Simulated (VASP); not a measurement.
# C (Cmme) in VASP: a series of runs

C is run at these levels: PBEsol; tasks: single point.

All numbers are computed with VASP 6.6.1; they aren't measurements. Logs are shortened: lines on timing, memory, paths and dates and some standing lists are left out, and cuts for length are marked.

## Step 1: The cell of the first run

The typed cell holds 4 atoms: a = 2.596 Å, b = 2.596 Å, c = 7.891 Å, α = 90.00°, β = 90.00°, γ = 122.60°.

## Step 2: Single point, PBEsol (11.20 Å³/atom)

Contents of INCAR:

```
  PREC = Accurate
  ENCUT = 520
  EDIFF = 1E-6
  ISMEAR = 0
  SIGMA = 0.15
  LREAL = F
  LASPH = T
  NELM = 60
  ALGO = Normal
  ISIF = 2
  LWAVE = F
  LCHARG = F
  GGA = PS
  NBANDS = 16
```

Contents of KPOINTS:

```
regular mesh
0
Gamma
  21 21 6
```

Contents of POSCAR:

```
C
1.0
    1.2466385500     -2.2772234016      0.0000000000
    1.2466385500      2.2772234016      0.0000000000
    0.0000000000      0.0000000000      7.8911555131
C
4
Direct
    0.0833216498      0.9166783502      0.7498439858
    0.5833216498      0.4166783502      0.2501560142
    0.9166783502      0.0833216498      0.2501560142
    0.4166783502      0.5833216498      0.7498439858
```

Potentials or basis: VASP PAW PBE potentials, release 64 (C).

Command:

```bash
$ cat potpaw_PBE.64/C/POTCAR > POTCAR
$ mpirun -np 1 vasp_std > vasp.out
```

OUTCAR:

```text
PREC = Accurate
   ENCUT = 520
   EDIFF = 1E-6
   ISMEAR = 0
   LREAL = F
   LASPH = T
   NELM = 60
   ISIF = 2
   GGA = PS

 ion  position               nearest neighbor table
   1  0.083  0.917  0.750-   4 1.46   4 1.46   4 1.52
   2  0.583  0.417  0.250-   3 1.46   3 1.46   3 1.52
   3  0.917  0.083  0.250-   2 1.46   2 1.46   2 1.52
   4  0.417  0.583  0.750-   1 1.46   1 1.46   1 1.52

  LATTYP: Found a base centered orthorhombic cell.
 ALAT       =     2.4932771000
 B/A-ratio  =     1.8266909856
 C/A-ratio  =     3.1649733249

  Lattice vectors:

 A1 = (   1.2466385500,  -2.2772234016,   0.0000000000)
 A2 = (   1.2466385500,   2.2772234016,   0.0000000000)
 A3 = (   0.0000000000,   0.0000000000,   7.8911555131)

Analysis of symmetry for initial positions (statically):
=====================================================================
 Subroutine PRICEL returns:
 Original cell was already a primitive cell.

 Routine SETGRP: Setting up the symmetry group for a
 base centered orthorhombic supercell.

 Subroutine GETGRP returns: Found  8 space group operations
 (whereof  4 operations were pure point group operations)
 out of a pool of  8 trial point group operations.

The static configuration has the point symmetry C_2h.
 The point group associated with its full space group is D_2h.

Analysis of symmetry for dynamics (positions and initial velocities):
=====================================================================
 Subroutine PRICEL returns:
 Original cell was already a primitive cell.

 Routine SETGRP: Setting up the symmetry group for a
 base centered orthorhombic supercell.

 Subroutine GETGRP returns: Found  8 space group operations
 (whereof  4 operations were pure point group operations)
 out of a pool of  8 trial point group operations.

The dynamic configuration has the point symmetry C_2h.
 The point group associated with its full space group is D_2h.

 Subroutine INISYM returns: Found  8 space group operations
 (whereof  4 operations are pure point group operations),
 and found     1 'primitive' translations

----------------------------------------------------------------------------------------

                                     Primitive cell

  volume of cell :      44.8040

  direct lattice vectors                    reciprocal lattice vectors
     1.246638550 -2.277223402  0.000000000     0.401078564 -0.219565634  0.000000000
     1.246638550  2.277223402  0.000000000     0.401078564  0.219565634  0.000000000
     0.000000000  0.000000000  7.891155513     0.000000000  0.000000000  0.126724153

  length of vectors
     2.596122897  2.596122897  7.891155513     0.457245101  0.457245101  0.126724153

  position of ions in fractional coordinates (direct lattice)
     0.083321650  0.916678350  0.749843986
     0.583321650  0.416678350  0.250156014
     0.916678350  0.083321650  0.250156014
     0.416678350  0.583321650  0.749843986

  ion indices of the primitive-cell ions
   primitive index   ion index
                 1           1
                 2           2
                 3           3
                 4           4

----------------------------------------------------------------------------------------

 KPOINTS: regular mesh

Automatic generation of k-mesh.
 Grid dimensions read from file:
 generate k-points for:   21   21    6

 Generating k-lattice:

  Cartesian coordinates                     Fractional coordinates (reciprocal lattice)
     0.019098979 -0.010455506  0.000000000     0.047619048  0.000000000  0.000000000
     0.019098979  0.010455506  0.000000000     0.000000000  0.047619048  0.000000000
     0.000000000  0.000000000  0.021120692     0.000000000  0.000000000  0.166666667

  Length of vectors
     0.021773576  0.021773576  0.021120692

  Shift w.r.t. Gamma in fractional coordinates (k-lattice)
     0.000000000  0.000000000  0.000000000

 Subroutine IBZKPT returns following result:
 ===========================================

 Found    484 irreducible k-points:

 Following reciprocal coordinates:
            Coordinates               Weight
  0.000000  0.000000  0.000000      1.000000
  0.047619 -0.000000  0.000000      4.000000
  0.095238  0.000000  0.000000      4.000000
  0.142857  0.000000  0.000000      4.000000
  0.190476  0.000000  0.000000      4.000000
  0.238095 -0.000000  0.000000      4.000000
[... 16 lines left out ...]
 -0.428571  0.047619  0.000000      4.000000
 -0.380952  0.047619  0.000000      4.000000
 [... further k-points ...]
   k-points           NKPTS =    484   k-points in BZ     NKDIM =    484   number of bands    NBANDS=     16
   number of dos      NEDOS =    301   number of ions     NIONS =      4
   total plane-waves  NPLWV =  24000
   dimension x,y,z NGX =    20 NGY =   20 NGZ =   60
   dimension x,y,z NGXF=    40 NGYF=   40 NGZF=  120
   ions per type =               4
   NGX,Y,Z   is equivalent  to a cutoff of  12.81, 12.81, 12.64 a.u.
   NGXF,Y,Z  is equivalent  to a cutoff of  25.61, 25.61, 25.28 a.u.
 SYSTEM =  unknown system
   PREC   = accura    normal or accurate (medium, high low for compatibility)
   ISTART =      0    job   : 0-new  1-cont  2-samecut
   ICHARG =      2    charge: 1-file 2-atom 10-const
   ISPIN  =      1    spin polarized calculation?
   LNONCOLLINEAR =      F non collinear calculations
   LSORBIT =      F    spin-orbit coupling
   LASPH  =      T    aspherical Exc in radial PAW
   ENCUT  =  520.0 eV  38.22 Ry    6.18 a.u.   4.83  4.83 14.67*2*pi/ulx,y,z
   NELM   =     60;   NELMIN=  2; NELMDL= -5     # of ELM steps
   EDIFF  = 0.1E-05   stopping-criterion for ELM
   LREAL  =      F    real-space projection
   EDIFFG = 0.1E-04   stopping-criterion for IOM
   NSW    =      0    number of steps for IOM
   IBRION =     -1    ionic relax: 0-MD 1-quasi-New 2-CG
   NFREE  =      0    steps in history (QN), initial steepest desc. (CG)
   ISIF   =      2    stress and relaxation
   ISYM   =      2    0-nonsym 1-usesym 2-fastsym
   POTIM  = 0.5000    time-step for ionic-motion
   TEBEG  =    0.0;   TEEND  =   0.0 temperature during run
   PSTRESS=    0.0 pullay stress
   NELECT =      16.0000    total number of electrons
   NUPDOWN=      -1.0000    fix difference up-down
   EMIN   =  10.00;   EMAX   =-10.00  energy-range for DOS
   EFERMI =   0.00;   METHOD = LEGACY
   ISMEAR =     0;   SIGMA  =   0.15  broadening in eV -4-tet -1-fermi 0-gaus
   EFERMI_NEDOS =   21; number of points for ismear=-14 and -15
   IALGO  =     38    algorithm
   IMIX   =      4    mixing-type and parameters
     AMIX     =   0.40;   BMIX     =  1.00
     AMIX_MAG =   1.60;   BMIX_MAG =  1.00
  volume/ion in A,a.u.               =      11.20        75.59
  Fermi-wavevector in a.u.,A,eV,Ry     =   1.161473  2.194866 18.354534  1.349020
  Thomas-Fermi vector in A             =   2.298045
   LORBIT       =      0    0 simple, 1 ext, 2 COOP (PROOUT), +10 PAW based schemes
   GGA     = PS    functional components
   LHFCALC =     F    Hartree Fock is set to
   AEXX    =    0.0000 exact exchange contribution
   IVDW    =     0    specifies the selected vdW correction
   LEPSILON=     F    determine dielectric tensor
   LRPA    =     F    only Hartree local field effects (RPA)
 non-spin polarized calculation
 Gauss-broadening in eV      SIGMA  =   0.15
  energy-cutoff  :      520.00
  volume of cell :       44.80
 maximum number of plane-waves:      1232
   NGX =  9   NGY =  9   NGZ = 29

 number of electron      16.0000000 magnetization

 Free energy of the ion-electron system (eV)
  ---------------------------------------------------
  ext. energy  EPLUGINS =         0.00000000
  ---------------------------------------------------
  free energy    TOTEN  =       -38.04617874 eV

  energy without entropy =      -38.04597891  energy(sigma->0) =      -38.04607883

 E-fermi :   2.7622     XC(G=0):  -9.1997

 val. band max:        2.6440098762   @ k =   0.3333   0.3333   0.0000
 cond. band min:       2.9388171876   @ k =   0.3333   0.3333   0.0000
 fundamental gap:      0.2948073114
 Fermi energy:         2.7622480190

 k-point     1 :       0.0000    0.0000    0.0000
  band No.  band energies     occupation
      1     -15.9565      2.00000
      2     -15.8728      2.00000
      3      -4.6463      2.00000
      4      -3.7889      2.00000
      5      -0.4701      2.00000
      6      -0.4639      2.00000
[... 8 lines left out ...]
     15      12.8085      0.00000
     16      12.8190      0.00000

 k-point     2 :       0.0476   -0.0000    0.0000
  band No.  band energies     occupation
      1     -15.9048      2.00000
      2     -15.8215      2.00000
      3      -4.5849      2.00000
      4      -3.7297      2.00000
      5      -0.5972      2.00000
      6      -0.5917      2.00000
[... 8 lines left out ...]
     15      12.6493      0.00000
     16      12.6672      0.00000

 k-point     3 :       0.0952    0.0000    0.0000
  band No.  band energies     occupation
      1     -15.7498      2.00000
      2     -15.6674      2.00000
      3      -4.4010      2.00000
      4      -3.5529      2.00000
      5      -1.0606      2.00000
      6      -1.0563      2.00000
[... 8 lines left out ...]
     15      12.1871      0.00000
     16      12.2282      0.00000

 k-point     4 :       0.1429    0.0000    0.0000
  band No.  band energies     occupation
      1     -15.4921      2.00000
      2     -15.4114      2.00000
      3      -4.0961      2.00000
      4      -3.2602      2.00000
      5      -1.8979      2.00000
      6      -1.8862      2.00000
[... 8 lines left out ...]
     15      11.7260      0.00000
     16      11.7369      0.00000
[... 324 lines left out ...]
 k-point    22 :      -0.4762    0.0476    0.0000
  band No.  band energies     occupation
      1     -11.4946      2.00000
      2     -11.4413      2.00000
      3      -9.1812      2.00000
      4      -9.1386      2.00000
      5      -3.7646      2.00000
      6      -3.7561      2.00000
[... 8 lines left out ...]
     15      14.7146      0.00000
     16      16.1533      0.00000

 k-point    23 :      -0.4286    0.0476    0.0000
  band No.  band energies     occupation
      1     -12.3277      2.00000
      2     -12.2663      2.00000
      3      -8.1205      2.00000
      4      -8.0801      2.00000
      5      -3.6331      2.00000
      6      -3.6242      2.00000
[... 8 lines left out ...]
     15      15.9062      0.00000
     16      16.8698      0.00000

 k-point    24 :      -0.3810    0.0476    0.0000
  band No.  band energies     occupation
      1     -13.1030      2.00000
      2     -13.0365      2.00000
      3      -6.9776      2.00000
      4      -6.9422      2.00000
      5      -3.4037      2.00000
      6      -3.3947      2.00000
[... 8 lines left out ...]
     15      16.7309      0.00000
     16      17.7133      0.00000

 [... further k-points ...]
[... 5 lines left out ...]
  --------------------------------------------------------------------------------------
  -------------------------------------------------------------------------------------
  Total       -5.0942413    -14.4602183     -0.0553215      0.0000000     -0.0000000      0.0000000
  in kB     -182.1685093   -517.0929829     -1.9782803      0.0000000     -0.0000000      0.0000000
  external PRESSURE =    -233.7465908 kB  Pullay stress =       0.0000000 kB

 VOLUME and BASIS-vectors are now :
 -----------------------------------------------------------------------------
  energy-cutoff  :      520.00
  volume of cell :       44.80
      direct lattice vectors                 reciprocal lattice vectors
     1.246638550 -2.277223402  0.000000000     0.401078564 -0.219565634  0.000000000
     1.246638550  2.277223402  0.000000000     0.401078564  0.219565634  0.000000000
     0.000000000  0.000000000  7.891155513     0.000000000  0.000000000  0.126724153

 POSITION                                       TOTAL-FORCE (eV/Angst)
 -----------------------------------------------------------------------------------
      1.24664      1.89774      5.91714         0.000000     -0.091848      0.000037
      1.24664     -0.37948      1.97402         0.000000     -0.091848     -0.000037
      1.24664     -1.89774      1.97402         0.000000      0.091848     -0.000037
      1.24664      0.37948      5.91714         0.000000      0.091848      0.000037
 -----------------------------------------------------------------------------------
    total drift:                                0.000000      0.000000     -0.000000

  FREE ENERGIE OF THE ION-ELECTRON SYSTEM (eV)
  ---------------------------------------------------
  free  energy   TOTEN  =       -38.0461787377 eV

  energy  without entropy=      -38.0459789147  energy(sigma->0) =      -38.04607883
```

Run time: 4.3 min. Hardware: 1 thread of Intel Xeon Platinum 8259CL at 2.50GHz (Skylake/Cascade Lake), shared host; peak memory 0.35 GiB.

What came out:

* Free energy: -38.0462 eV
* Pressure: -23.4 GPa
* Largest force: 0.092 eV/Å

Forces on the atoms (eV/Å):
```
C    0.000 -0.092  0.000
C    0.000 -0.092  0.000
C    0.000  0.092  0.000
C    0.000  0.092  0.000
```

Stress tensor (GPa, compression positive):
```
-18.22   0.00   0.00
  0.00 -51.71   0.00
  0.00   0.00  -0.20
```

Caveat: the cell stands under tension; this functional lacks dispersion, which binds the layers, so the pressure and a relaxed spacing across them are unreliable; the PAW data sets were made with another functional, which shifts forces and pressure a little.

## Step 3: Single point, PBEsol (11.20 Å³/atom)

Contents of INCAR:

```
PREC = Accurate
ENCUT = 520
EDIFF = 1E-6
ISMEAR = 0
SIGMA = 0.15
LREAL = F
LASPH = T
NELM = 100
ALGO = Normal
ISIF = 2
LWAVE = F
LCHARG = T
GGA = PS
LELF = T
LVHAR = T
NBANDS = 16
```

Contents of KPOINTS:

```
Automatic mesh
0
Gamma
  21 21 6
```

Contents of POSCAR:

```
C
1.0
    1.3386771667     -2.1975460597      0.0000000000
    1.3386771667      2.1975460597      0.0000000000
    0.0000000000      0.0000000000      7.6150533548
C
4
Direct
    0.0833216498      0.9166783502      0.7498439858
    0.5833216498      0.4166783502      0.2501560142
    0.9166783502      0.0833216498      0.2501560142
    0.4166783502      0.5833216498      0.7498439858
```

Potentials or basis: VASP PAW PBE potentials, release 64 (C).

Command:

```bash
$ cat potpaw_PBE.64/C/POTCAR > POTCAR
$ mpirun -np 1 vasp_std > vasp.out
```

It took 4.4 min on 1 thread of Intel Xeon Platinum 8259CL at 2.50GHz (Skylake/Cascade Lake), shared host; peak memory 0.34 GiB.

The run converged. Its results:

* Free energy: -37.6306 eV
* Pressure: -32.6 GPa
* Largest force: 0.031 eV/Å

Forces on the atoms (eV/Å):
```
C    0.000  0.031  0.000
C    0.000  0.031  0.000
C    0.000 -0.031  0.000
C    0.000 -0.031  0.000
```

Stress tensor (GPa, compression positive):
```
-64.32   0.00   0.00
  0.00 -33.18   0.00
  0.00   0.00  -0.15
```

Caveat: the cell stands under tension; this functional lacks dispersion, which binds the layers, so the pressure and a relaxed spacing across them are unreliable; the PAW data sets were made with another functional, which shifts forces and pressure a little.

## Step 4: Single point, PBEsol (9.14 Å³/atom)

This run uses another cell than the first one, of 9.14 Å³/atom.

INCAR is that of step 3.

Contents of KPOINTS:

```
regular mesh
0
Gamma
  21 21 6
```

Contents of POSCAR:

```
C
1.0
    1.2072039048     -2.0905186892      0.0000000000
    1.2072039048      2.0905186892      0.0000000000
    0.0000000000      0.0000000000      7.2441764246
C
4
Direct
    0.0833216498      0.9166783502      0.7498439858
    0.5833216498      0.4166783502      0.2501560142
    0.9166783502      0.0833216498      0.2501560142
    0.4166783502      0.5833216498      0.7498439858
```

Command:

```bash
$ cat potpaw_PBE.64/C/POTCAR > POTCAR
$ mpirun -np 1 vasp_std > vasp.out
```

It took 3.1 min on 1 thread of Intel Xeon Platinum 8259CL at 2.50GHz (Skylake/Cascade Lake), shared host; peak memory 0.3 GiB.

It converged, with:

| Quantity | Value |
| --- | --- |
| Free energy | -38.4731 eV |
| Pressure | 16.2 GPa |
| Band gap on the k mesh | zero (filled and empty bands touch) |

Stress tensor (GPa, compression positive):
```
24.24  0.00  0.00
 0.00 24.22  0.00
 0.00  0.00  0.05
```

Levels at points of the mesh, in eV from the Fermi level:
```
           k point  band 5  band 6  band 7  band 8  band 9  band 10  band 11  band 12
(0.00, 0.00, 0.00)   -2.96   -2.96   -2.95   -2.95    3.31     8.49     8.70     8.72
(0.00, 0.00, 0.50)   -2.96   -2.96   -2.95   -2.95    5.41     5.42     8.73     8.73
```

Caveat: the cell stands under pressure; this functional lacks dispersion, which binds the layers, so the pressure and a relaxed spacing across them are unreliable; the PAW data sets were made with another functional, which shifts forces and pressure a little.

## Step 5: Summary

| cell | pressure (GPa) | largest force (eV/Å) |
| --- | --- | --- |
| a = 2.596, b = 2.596, c = 7.891 Å, angles 90.0, 90.0, 122.6°, 4 atoms | -23.4 | 0.09 |
| a = 2.573, b = 2.573, c = 7.615 Å, angles 90.0, 90.0, 117.3°, 4 atoms | -32.6 | 0.03 |
| a = 2.414, b = 2.414, c = 7.244 Å, angles 90.0, 90.0, 120.0°, 4 atoms | 16.2 | - |

Alike in all rows: task single point; level PBEsol; potentials or basis VASP PAW PBE potentials, release 64 (C); no spin polarisation; k mesh 21 × 21 × 6; cutoff (eV) 520; smearing gaussian 0.15 eV.

Caveats: this functional lacks dispersion, which binds the layers, so the pressure and a relaxed spacing across them are unreliable; the PAW data sets were made with another functional, which shifts forces and pressure a little; the cell stands under tension (at least some runs); the cell stands under pressure (at least some runs).

Total energies depend on the potentials used, so only differences within one code and one set of settings carry meaning.
